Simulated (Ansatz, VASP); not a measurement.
## Two plane-wave programs on Sn

```xyz
1
Lattice="-1.8667 1.8667 1.8667 1.8667 -1.8667 1.8667 1.8667 1.8667 -1.8667" Properties=species:S:1:pos:R:3 pbc="T T T"
Sn    0.0000    0.0000    0.0000
```

Alike in both runs: functional PBEsol; k mesh 15 × 15 × 15; occupations fermi-dirac, width 0.05 eV; no spin polarisation.

Ansatz relaxed the structure, and its values are those at the end. VASP's run is a single point on that final structure, the one shown.

|  | VASP | Ansatz |
| --- | --- | --- |
| version | VASP 6.6.1 | Ansatz 0.2.0 |
| potentials or method | VASP PAW PBE potentials, release 64 (Sn_d) | PAW with Ansatz's default frozen-core files, scalar-relativistic |
| plane-wave cutoff (eV) | 500 | 420 |
| valence electrons in the cell | 14 | 14 |

```tsv
	VASP	Ansatz	Ansatz less VASP
pressure (GPa)	0.0	0.0	+0.04
```

VASP's potentials were made for PBE, not for PBEsol. The functional is the same, so the differences come from potentials, cutoffs and numerics.
